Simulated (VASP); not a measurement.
Input of a VASP 6.6.1 run:

INCAR

```
SYSTEM = BaS
  PREC = Accurate
  ENCUT = 520
  EDIFF = 1E-6
  ISMEAR = -1
  SIGMA = 0.01
  LREAL = .False.
  LASPH = .True.
  NELM = 100
  ALGO = Normal
  ISIF = 2
  LWAVE = .False.
  LCHARG = .False.
  NBANDS = 15
```

KPOINTS

```
regular mesh
0
Gamma
  7 7 7
  0 0 0
```

The input POSCAR:

```
BaS
1.0
    0.0000000000      3.2149012787      3.2149012787
    3.2149012787      0.0000000000      3.2149012787
    3.2149012787      3.2149012787      0.0000000000
Ba S
1 1
Direct
    0.0000000000      0.0000000000      0.0000000000
    0.5000000000      0.5000000000      0.5000000000
```

Potentials or basis: VASP PAW LDA potentials, release 64 (Ba_sv, S).

The run is started by

```console
$ cat potpaw_LDA.64/Ba_sv/POTCAR potpaw_LDA.64/S/POTCAR > POTCAR
$ mpirun -np 1 vasp_std > vasp.out
```

Task: Estimate the band gap on the k mesh.

Result: 2.00 eV (least direct gap 2.15 eV).

Task: What does it give for the pressure?

Result: -2.6 GPa.

Caveat: spin-orbit coupling is left out, which moves the levels of the heavy elements; an odd mesh through Γ misses points on the zone boundary, where band edges can lie.
